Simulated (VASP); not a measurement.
# MgO (P1) in VASP: single point with PBE

Aim: the single point of MgO with PBE.

All numbers are computed with VASP 6.6.1; they aren't measurements. Logs are shortened: lines on timing, memory, paths and dates and some standing lists are left out, and cuts for length are marked.

## 1. The cell of the first run

The typed cell holds 4 atoms: a = 3.261 Å, b = 3.259 Å, c = 5.649 Å, α = 73.21°, β = 73.28°, γ = 60.05°.

## 2. Single point, PBE

Contents of INCAR:

```
SYSTEM = MgO
PREC     = Accurate       ! precision mode
ENCUT    = 520            ! plane-wave cutoff, eV
EDIFF    = 1E-6           ! SCF threshold, eV
ISMEAR   = 0              ! smearing method
SIGMA    = 0.1            ! smearing width, eV
LREAL    = .FALSE.        ! projectors in reciprocal space
LASPH    = .TRUE.         ! aspherical terms in the spheres
NELM     = 100            ! most SCF steps
ALGO     = Normal         ! electronic algorithm
ISIF     = 2              ! what is computed and relaxed
LWAVE    = .FALSE.        ! write WAVECAR
LCHARG   = .FALSE.        ! write CHGCAR
GGA      = PE             ! functional
NBANDS   = 16             ! bands
```

Contents of KPOINTS:

```
Automatic mesh
0
G
  6 6 6
  0 0 0
```

Contents of POSCAR:

```
MgO
1.0
   -0.0010821624      2.3040740231      2.3070485985
    2.3041102362      2.3042571127     -0.0013048653
   -2.3057839157      4.6114933200     -2.3093472704
Mg O
2 2
Direct
    0.7500701364      0.7500869411      0.7499492069
    0.2500573220      0.2500995739      0.2499568063
    0.3749411469      0.3748995172      0.8750448030
    0.8749313948      0.8749139677      0.3750491838
```

Potentials or basis: VASP PAW PBE potentials, release 64 (Mg, O).

Command:

```console
> cat potpaw_PBE.64/Mg/POTCAR potpaw_PBE.64/O/POTCAR > POTCAR
> mpirun -np 1 vasp_std > vasp.out
```

OUTCAR:

```text
SYSTEM = MgO
   PREC = Accurate
   ENCUT = 520
   EDIFF = 1E-6
   ISMEAR = 0
   LREAL = .FALSE.
   LASPH = .TRUE.
   NELM = 100
   ISIF = 2
   GGA = PE

 ion  position               nearest neighbor table
   1  0.750  0.750  0.750-   3 2.00   3 2.00   3 2.00   4 2.00   2 3.26   2 3.26   2 3.26   2 3.26
                             2 3.26   2 3.26
   2  0.250  0.250  0.250-   4 2.00   4 2.00   4 2.00   3 2.00   1 3.26   1 3.26   1 3.26   1 3.26
                             1 3.26   1 3.26
   3  0.375  0.375  0.875-   1 2.00   1 2.00   1 2.00   2 2.00
   4  0.875  0.875  0.375-   2 2.00   2 2.00   2 2.00   1 2.00

  LATTYP: Found a triclinic cell.
 ALAT       =     3.2605569326
 B/A-ratio  =     2.0000084552
 C/A-ratio  =     0.9994022901
 COS(alpha) =     0.0000681402
 COS(beta)  =     0.4991751987
 COS(gamma) =     0.4998222567

  Lattice vectors:

 A1 = (   0.0010821624,  -2.3040740231,  -2.3070485985)
 A2 = (   4.6109763143,  -4.6113102304,   0.0009938066)
 A3 = (  -2.3041102362,  -2.3042571127,   0.0013048653)

Analysis of symmetry for initial positions (statically):
=====================================================================
 Subroutine PRICEL returns:
 Original cell was already a primitive cell.

 Routine SETGRP: Setting up the symmetry group for a
 triclinic supercell.

 Subroutine GETGRP returns: Found  1 space group operations
 (whereof  1 operations were pure point group operations)
 out of a pool of  2 trial point group operations.

The static configuration has the point symmetry C_1 .

Analysis of symmetry for dynamics (positions and initial velocities):
=====================================================================
 Subroutine PRICEL returns:
 Original cell was already a primitive cell.

 Routine SETGRP: Setting up the symmetry group for a
 triclinic supercell.

 Subroutine GETGRP returns: Found  1 space group operations
 (whereof  1 operations were pure point group operations)
 out of a pool of  2 trial point group operations.

The dynamic configuration has the point symmetry C_1 .

 Subroutine INISYM returns: Found  1 space group operations
 (whereof  1 operations are pure point group operations),
 and found     1 'primitive' translations

----------------------------------------------------------------------------------------

                                     Primitive cell

  volume of cell :      49.0436

  direct lattice vectors                    reciprocal lattice vectors
    -0.001082162  2.304074023  2.307048599    -0.108379433  0.108556560  0.324986811
     2.304110236  2.304257113 -0.001304865     0.325421900  0.108516906 -0.108224345
    -2.305783916  4.611493320 -2.309347270    -0.108455430  0.108387189 -0.108298314

  length of vectors
     3.260556933  3.258608066  5.649388898     0.359370360  0.359705213  0.187720238

  position of ions in fractional coordinates (direct lattice)
     0.750070136  0.750086941  0.749949207
     0.250057322  0.250099574  0.249956806
     0.374941147  0.374899517  0.875044803
     0.874931395  0.874913968  0.375049184

  ion indices of the primitive-cell ions
   primitive index   ion index
                 1           1
                 2           2
                 3           3
                 4           4

----------------------------------------------------------------------------------------

 KPOINTS: Automatic mesh

Automatic generation of k-mesh.
 Grid dimensions read from file:
 generate k-points for:    6    6    6

 Generating k-lattice:

  Cartesian coordinates                     Fractional coordinates (reciprocal lattice)
    -0.018063239  0.018092760  0.054164468     0.166666667 -0.000000000  0.000000000
     0.054236983  0.018086151 -0.018037391     0.000000000  0.166666667 -0.000000000
    -0.018075905  0.018064532 -0.018049719     0.000000000 -0.000000000  0.166666667

  Length of vectors
     0.059895060  0.059950869  0.031286706

  Shift w.r.t. Gamma in fractional coordinates (k-lattice)
     0.000000000  0.000000000  0.000000000

 Subroutine IBZKPT returns following result:
 ===========================================

 Found    112 irreducible k-points:

 Following reciprocal coordinates:
            Coordinates               Weight
  0.000000  0.000000  0.000000      1.000000
  0.166667  0.000000 -0.000000      2.000000
  0.333333  0.000000  0.000000      2.000000
  0.500000  0.000000 -0.000000      1.000000
  0.000000  0.166667  0.000000      2.000000
  0.166667  0.166667  0.000000      2.000000
[... 16 lines left out ...]
  0.333333 -0.000000  0.166667      2.000000
  0.500000 -0.000000  0.166667      2.000000
 [... further k-points ...]
   k-points           NKPTS =    112   k-points in BZ     NKDIM =    112   number of bands    NBANDS=     16
   number of dos      NEDOS =    301   number of ions     NIONS =      4
   total plane-waves  NPLWV =  24192
   dimension x,y,z NGX =    24 NGY =   24 NGZ =   42
   dimension x,y,z NGXF=    48 NGYF=   48 NGZF=   84
   ions per type =               2   2
   NGX,Y,Z   is equivalent  to a cutoff of  12.24, 12.24, 12.36 a.u.
   NGXF,Y,Z  is equivalent  to a cutoff of  24.47, 24.49, 24.72 a.u.
 SYSTEM =  MgO
   PREC   = accura    normal or accurate (medium, high low for compatibility)
   ISTART =      0    job   : 0-new  1-cont  2-samecut
   ICHARG =      2    charge: 1-file 2-atom 10-const
   ISPIN  =      1    spin polarized calculation?
   LNONCOLLINEAR =      F non collinear calculations
   LSORBIT =      F    spin-orbit coupling
   LASPH  =      T    aspherical Exc in radial PAW
   ENCUT  =  520.0 eV  38.22 Ry    6.18 a.u.   6.06  6.06 10.50*2*pi/ulx,y,z
   NELM   =    100;   NELMIN=  2; NELMDL= -5     # of ELM steps
   EDIFF  = 0.1E-05   stopping-criterion for ELM
   LREAL  =      F    real-space projection
   EDIFFG = 0.1E-04   stopping-criterion for IOM
   NSW    =      0    number of steps for IOM
   IBRION =     -1    ionic relax: 0-MD 1-quasi-New 2-CG
   NFREE  =      0    steps in history (QN), initial steepest desc. (CG)
   ISIF   =      2    stress and relaxation
   ISYM   =      2    0-nonsym 1-usesym 2-fastsym
   POTIM  = 0.5000    time-step for ionic-motion
   TEBEG  =    0.0;   TEEND  =   0.0 temperature during run
   PSTRESS=    0.0 pullay stress
   NELECT =      16.0000    total number of electrons
   NUPDOWN=      -1.0000    fix difference up-down
   EMIN   =  10.00;   EMAX   =-10.00  energy-range for DOS
   EFERMI =   0.00;   METHOD = LEGACY
   ISMEAR =     0;   SIGMA  =   0.10  broadening in eV -4-tet -1-fermi 0-gaus
   EFERMI_NEDOS =   21; number of points for ismear=-14 and -15
   IALGO  =     38    algorithm
   IMIX   =      4    mixing-type and parameters
     AMIX     =   0.40;   BMIX     =  1.00
     AMIX_MAG =   1.60;   BMIX_MAG =  1.00
  volume/ion in A,a.u.               =      12.26        82.74
  Fermi-wavevector in a.u.,A,eV,Ry     =   1.126992  2.129706 17.280910  1.270111
  Thomas-Fermi vector in A             =   2.263676
   LORBIT       =      0    0 simple, 1 ext, 2 COOP (PROOUT), +10 PAW based schemes
   GGA     = PE    functional components
   LHFCALC =     F    Hartree Fock is set to
   AEXX    =    0.0000 exact exchange contribution
   IVDW    =     0    specifies the selected vdW correction
   LEPSILON=     F    determine dielectric tensor
   LRPA    =     F    only Hartree local field effects (RPA)
 non-spin polarized calculation
 Gauss-broadening in eV      SIGMA  =   0.10
  energy-cutoff  :      520.00
  volume of cell :       49.04
 maximum number of plane-waves:      1342
   NGX = 13   NGY = 13   NGZ = 21

 number of electron      15.9999995 magnetization

 Free energy of the ion-electron system (eV)
  ---------------------------------------------------
  ext. energy  EPLUGINS =         0.00000000
  ---------------------------------------------------
  free energy    TOTEN  =       -23.40210305 eV

  energy without entropy =      -23.40210305  energy(sigma->0) =      -23.40210305

 E-fermi :   1.0958     XC(G=0):  -9.5871

 val. band max:        0.6327833405   @ k =   0.0000   0.0000   0.0000
 cond. band min:       4.0960421895   @ k =   0.0000   0.0000   0.0000
 fundamental gap:      3.4632588490
 Fermi energy:         1.0957615579

 k-point     1 :       0.0000    0.0000    0.0000
  band No.  band energies     occupation
      1     -15.1824      2.00000
      2     -14.5578      2.00000
      3      -2.3290      2.00000
      4       0.4451      2.00000
      5       0.4519      2.00000
      6       0.6265      2.00000
[... 8 lines left out ...]
     15      17.0977      0.00000
     16      17.1177      0.00000

 k-point     2 :       0.1667    0.0000   -0.0000
  band No.  band energies     occupation
      1     -15.0457      2.00000
      2     -14.5029      2.00000
      3      -2.0312      2.00000
      4      -0.2743      2.00000
      5      -0.1317      2.00000
      6       0.3654      2.00000
[... 8 lines left out ...]
     15      16.5070      0.00000
     16      16.8084      0.00000

 k-point     3 :       0.3333    0.0000    0.0000
  band No.  band energies     occupation
      1     -14.7319      2.00000
      2     -14.4165      2.00000
      3      -1.3897      2.00000
      4      -1.3366      2.00000
      5      -1.0902      2.00000
      6       0.2115      2.00000
[... 8 lines left out ...]
     15      15.9575      0.00000
     16      16.2670      0.00000

 k-point     4 :       0.5000    0.0000   -0.0000
  band No.  band energies     occupation
      1     -14.4695      2.00000
      2     -14.4692      2.00000
      3      -1.7363      2.00000
      4      -1.7361      2.00000
      5      -0.3656      2.00000
      6      -0.3654      2.00000
[... 8 lines left out ...]
     15      16.0550      0.00000
     16      16.0550      0.00000
[... 324 lines left out ...]
 k-point    22 :       0.1667    0.0000    0.1667
  band No.  band energies     occupation
      1     -15.0352      2.00000
      2     -14.5147      2.00000
      3      -2.0081      2.00000
      4      -0.4252      2.00000
      5      -0.0365      2.00000
      6       0.3069      2.00000
[... 8 lines left out ...]
     15      16.8210      0.00000
     16      16.8491      0.00000

 k-point    23 :       0.3333   -0.0000    0.1667
  band No.  band energies     occupation
      1     -14.7506      2.00000
      2     -14.3951      2.00000
      3      -1.5773      2.00000
      4      -1.4841      2.00000
      5      -0.8459      2.00000
      6       0.1025      2.00000
[... 8 lines left out ...]
     15      15.8677      0.00000
     16      16.2426      0.00000

 k-point    24 :       0.5000   -0.0000    0.1667
  band No.  band energies     occupation
      1     -14.5143      2.00000
      2     -14.4228      2.00000
      3      -2.0074      2.00000
      4      -1.6510      2.00000
      5      -0.4103      2.00000
      6      -0.0375      2.00000
[... 8 lines left out ...]
     15      15.5552      0.00000
     16      16.5219      0.00000

 [... further k-points ...]
[... 5 lines left out ...]
  --------------------------------------------------------------------------------------
  -------------------------------------------------------------------------------------
  Total       -0.1039592     -0.1049840     -0.1219425      0.0152723      0.0195093      0.0078412
  in kB       -3.3961874     -3.4296658     -3.9836743      0.4989217      0.6373377      0.2561595
  external PRESSURE =      -3.6031759 kB  Pullay stress =       0.0000000 kB

 VOLUME and BASIS-vectors are now :
 -----------------------------------------------------------------------------
  energy-cutoff  :      520.00
  volume of cell :       49.04
      direct lattice vectors                 reciprocal lattice vectors
    -0.001082162  2.304074023  2.307048599    -0.108379433  0.108556560  0.324986811
     2.304110236  2.304257113 -0.001304865     0.325421900  0.108516906 -0.108224345
    -2.305783916  4.611493320 -2.309347270    -0.108455430  0.108387189 -0.108298314

 POSITION                                       TOTAL-FORCE (eV/Angst)
 -----------------------------------------------------------------------------------
     -0.00175      6.91500     -0.00242        -0.000384      0.000219     -0.000498
     -0.00036      2.30512     -0.00067         0.000009     -0.000199      0.000023
     -1.15426      5.76302     -1.15626         0.000117      0.000137      0.000128
      1.15017      5.76147      1.15125         0.000258     -0.000157      0.000346
 -----------------------------------------------------------------------------------
    total drift:                               -0.000016      0.000199     -0.000026

  FREE ENERGIE OF THE ION-ELECTRON SYSTEM (eV)
  ---------------------------------------------------
  free  energy   TOTEN  =       -23.4021030520 eV

  energy  without entropy=      -23.4021030520  energy(sigma->0) =      -23.40210305
```

Run time: 92 s. Hardware: 1 thread of Intel Xeon 8259CL, shared host; peak memory 0.22 GiB.

Results:

```yaml
Free_energy: -23.4021 eV
Pressure: -0.4 GPa
Band_gap_on_the_k_mesh: 3.46 eV
```

Levels at points of the mesh, in eV from the valence-band top:
| k point | band 5 | band 6 | band 7 | band 8 | band 9 | band 10 | band 11 | band 12 |
| --- | --- | --- | --- | --- | --- | --- | --- | --- |
| (0.00, 0.00, 0.00) | -0.18 | -0.01 | 0.00 | 0.00 | 3.46 | 8.56 | 9.44 | 14.37 |
| (0.50, 0.00, 0.00) | -1.00 | -1.00 | -0.46 | -0.46 | 7.61 | 7.61 | 10.77 | 10.77 |
| (0.00, 0.50, 0.00) | -1.00 | -1.00 | -0.47 | -0.47 | 7.61 | 7.61 | 10.77 | 10.77 |
| (0.50, 0.50, 0.00) | -0.73 | -0.73 | -0.19 | -0.19 | 6.18 | 8.56 | 9.45 | 11.39 |
| (0.00, 0.00, 0.50) | -0.10 | -0.10 | -0.09 | -0.09 | 5.79 | 5.79 | 12.92 | 12.92 |
| (0.50, 0.00, 0.50) | -0.73 | -0.72 | -0.19 | -0.18 | 6.18 | 8.56 | 9.45 | 11.39 |
| (0.00, 0.50, 0.50) | -0.73 | -0.73 | -0.19 | -0.18 | 6.18 | 8.56 | 9.45 | 11.39 |
| (0.50, 0.50, 0.50) | -1.00 | -1.00 | -0.47 | -0.47 | 7.61 | 7.61 | 10.77 | 10.77 |
